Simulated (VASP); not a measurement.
# CuGe4 in VASP: a series of runs, part 2 of 2

VASP 6.6.1.

## (3) Relaxation of the atoms, PBE

The input, INCAR:

```
SYSTEM = CuGe4
ALGO = Normal
DIPOL = 0.5 0.5 0.351
EDIFF = 1E-7
EDIFFG = -0.025
ENCUT = 520
GGA = PE
IBRION = 2
IDIPOL = 3
ISIF = 2
ISMEAR = 0
KPAR = 4
LASPH = .TRUE.
LCHARG = .FALSE.
LDIPOL = .TRUE.
LREAL = .FALSE.
LWAVE = .FALSE.
NELM = 60
NSW = 36
PREC = Accurate
SIGMA = 0.1
```

The input, KPOINTS:

```
k-points
0
G
  7 7 1
  0 0 0
```

The input, POSCAR:

```
CuGe4
1.0
    4.0740542205      0.0000000000      0.0000000000
    0.0000000000      4.0740542205      0.0000000000
    0.0000000000      0.0000000000     19.8557568590
Ge Cu
4 1
Selective dynamics
Direct
    0.0000000000      0.5000000000      0.2014529100  F F F
    0.0000000000      0.0000000000      0.2739958855  F F F
    0.5000000000      0.0000000000      0.3493666156  F F F
    0.5000000000      0.5000000000      0.4208228837  F F F
    0.5000000000      0.8750000000      0.5072334719  F F T
```

Potentials or basis: VASP PAW PBE potentials, release 64 (Ge_d, Cu).

Run with:

```sh
$ cat potpaw_PBE.64/Ge_d/POTCAR potpaw_PBE.64/Cu/POTCAR > POTCAR
$ mpirun -np 4 vasp_std > vasp.out
```

OUTCAR:

```text
SYSTEM = CuGe4
   EDIFF = 1E-7
   EDIFFG = -0.025
   ENCUT = 520
   GGA = PE
   IBRION = 2
   ISIF = 2
   ISMEAR = 0
   LASPH = .TRUE.
   LREAL = .FALSE.
   NELM = 60
   NSW = 36
   PREC = Accurate

 ion  position               nearest neighbor table
   1  0.000  0.500  0.201-   2 2.49   2 2.49
   2  0.000  0.000  0.274-   1 2.49   1 2.49   3 2.53   3 2.53
   3  0.500  0.000  0.349-   4 2.48   4 2.48   2 2.53   2 2.53
   4  0.500  0.500  0.421-   5 2.30   3 2.48   3 2.48
   5  0.500  0.875  0.507-   4 2.30

  LATTYP: Found a simple tetragonal cell.
 ALAT       =     4.0740542205
 C/A-ratio  =     4.8737095248

  Lattice vectors:

 A1 = (   4.0740542205,   0.0000000000,   0.0000000000)
 A2 = (   0.0000000000,   4.0740542205,   0.0000000000)
 A3 = (   0.0000000000,   0.0000000000,  19.8557568590)

Analysis of symmetry for initial positions (statically):
=====================================================================
 Subroutine PRICEL returns:
 Original cell was already a primitive cell.

 Routine SETGRP: Setting up the symmetry group for a
 simple tetragonal supercell.

 Subroutine GETGRP returns: Found  2 space group operations
 (whereof  2 operations were pure point group operations)
 out of a pool of 16 trial point group operations.

The static configuration has the point symmetry C_1h.

Analysis of symmetry for dynamics (positions and initial velocities):
=====================================================================
 Subroutine PRICEL returns:
 Original cell was already a primitive cell.

 Routine SETGRP: Setting up the symmetry group for a
 simple tetragonal supercell.

[... 142 lines left out ...]
   AEXX    =    0.0000 exact exchange contribution
   IVDW    =     0    specifies the selected vdW correction
   LEPSILON=     F    determine dielectric tensor
   LRPA    =     F    only Hartree local field effects (RPA)
 conjugate gradient relaxation of ions
 non-spin polarized calculation
 Gauss-broadening in eV      SIGMA  =   0.10
  energy-cutoff  :      520.00
  volume of cell :      329.56
 maximum number of plane-waves:      8917
   NGX = 15   NGY = 15   NGZ = 73

 dipolmoment           0.000000      0.000000      0.093104 electrons x Angstroem

--------------------------------------- Ionic step        1  -------------------------------------------

 number of electron      66.9999951 magnetization

 Free energy of the ion-electron system (eV)
  ---------------------------------------------------
  ext. energy  EPLUGINS =         0.00000000
  ---------------------------------------------------
  free energy    TOTEN  =       -17.83217897 eV

  energy without entropy =      -17.82085517  energy(sigma->0) =      -17.82651707

------------------------ aborting loop because EDIFF is reached ----------------------------------------

  FORCE on cell =-STRESS in cart. coord.  units (eV):
  Direction    XX          YY          ZZ          XY          YZ          ZX
  --------------------------------------------------------------------------------------
  -------------------------------------------------------------------------------------
  Total       -2.9132309     -0.9354209     -0.3990748      0.0000000      0.1034123      0.0000000
  in kB      -14.1626797     -4.5475513     -1.9401034      0.0000000      0.5027390      0.0000000
  external PRESSURE =      -6.8834448 kB  Pullay stress =       0.0000000 kB
[... 104 lines left out ...]
--------------------------------------- Ionic step        4  -------------------------------------------

 number of electron      66.9999954 magnetization

 dipolmoment           0.000000      0.000000     -0.090349 electrons x Angstroem

 Free energy of the ion-electron system (eV)
  ---------------------------------------------------
  ext. energy  EPLUGINS =         0.00000000
  ---------------------------------------------------
  free energy    TOTEN  =       -17.84517273 eV

  energy without entropy =      -17.83390594  energy(sigma->0) =      -17.83953934

 E-fermi :  -1.4040     XC(G=0):  -4.3325

 val. band max:       -1.4050140174   @ k =   0.2857   0.2857   0.0000
 cond. band min:      -1.2978435225   @ k =  -0.2857   0.4286   0.0000
 fundamental gap:      0.1071704948
 Fermi energy:        -1.4040477191

 k-point     1 :       0.0000    0.0000    0.0000
  band No.  band energies     occupation
      1     -26.0450      2.00000
      2     -26.0328      2.00000
      3     -25.9810      2.00000
      4     -25.9694      2.00000
      5     -25.9616      2.00000
      6     -25.9327      2.00000
[... 677 lines left out ...]
     39       2.2516      0.00000
     40       2.6961      0.00000

------------------------ aborting loop because EDIFF is reached ----------------------------------------

 vacuum level on the upper side and lower side of the slab       (xc-potential included)        -0.487         0.472

  FORCE on cell =-STRESS in cart. coord.  units (eV):
  Direction    XX          YY          ZZ          XY          YZ          ZX
  --------------------------------------------------------------------------------------
  -------------------------------------------------------------------------------------
  Total       -2.8582677     -0.4242516      0.1897233      0.0000000      0.6054741      0.0000000
  in kB      -13.8954761     -2.0625004      0.9223406      0.0000000      2.9435140      0.0000000
  external PRESSURE =      -5.0118786 kB  Pullay stress =       0.0000000 kB
[... 20 lines left out ...]
  FREE ENERGIE OF THE ION-ELECTRON SYSTEM (eV)
  ---------------------------------------------------
  free  energy   TOTEN  =       -17.8451727346 eV

  energy  without entropy=      -17.8339059354  energy(sigma->0) =      -17.83953934

 reached required accuracy - stopping structural energy minimisation

 vacuum level on the upper side and lower side of the slab         2.434         3.419
```

CONTCAR:

```text
CuGe4
   1.00000000000000
     4.0740542204999999    0.0000000000000000    0.0000000000000000
     0.0000000000000000    4.0740542204999999    0.0000000000000000
     0.0000000000000000    0.0000000000000000   19.8557568589999995
  Ge              Cu
     4     1
Selective dynamics
Direct
     0.0000000000000000    0.5000000000000000    0.2014529100000004   F   F   F
     0.0000000000000000    0.0000000000000000    0.2739958854999998   F   F   F
     0.5000000000000000    0.0000000000000000    0.3493666155999975   F   F   F
     0.5000000000000000    0.5000000000000000    0.4208228836999979   F   F   F
     0.5000000000000000    0.8750000000000000    0.5031839457220914   F   F   T

  0.00000000E+00  0.00000000E+00  0.00000000E+00
  0.00000000E+00  0.00000000E+00  0.00000000E+00
  0.00000000E+00  0.00000000E+00  0.00000000E+00
  0.00000000E+00  0.00000000E+00  0.00000000E+00
  0.00000000E+00  0.00000000E+00  0.00000000E+00
```

Run time: 4.3 min. Hardware: 4 MPI ranks of Intel Xeon Platinum 8375C at 2.90GHz (Ice Lake), shared host; peak memory 0.5 GiB.

What came out:

```yaml
Free_energy: -17.8452 eV
Energy_gained_by_relaxing: 2.6 meV/atom
Ionic_steps: 4
Band_gap_on_the_k_mesh: zero (an odd number of electrons rules out a gap without spin polarisation)
```

The path:
```tsv
step	energy change (eV)	largest force on free atoms (eV/Å)	pressure (GPa)
1	0.0000	0.3197	-0.69
2	-0.0045	0.2618	-0.66
3	-0.0124	0.0754	-0.55
4	-0.0130	0.0083	-0.50
```

Final structure:
```
Ge Cu
1.0
     4.07405    0.00000    0.00000
     0.00000    4.07405    0.00000
     0.00000    0.00000   19.85576
Ge Cu
4 1
Direct
  0.00000 0.50000 0.20145
  0.00000 0.00000 0.27400
  0.50000 0.00000 0.34937
  0.50000 0.50000 0.42082
  0.50000 0.87500 0.50318
```

Levels at points of the mesh, in eV from the Fermi level:
| k point | band 29 | band 30 | band 31 | band 32 | band 33 | band 34 | band 35 | band 36 | band 37 | band 38 |
| --- | --- | --- | --- | --- | --- | --- | --- | --- | --- | --- |
| (0.00, 0.00, 0.00) | -2.00 | -1.71 | -1.61 | -1.11 | -0.44 | 1.02 | 1.10 | 1.43 | 1.86 | 2.27 |

The gap in the log of VASP goes by the Fermi energy; the results here count the filled bands.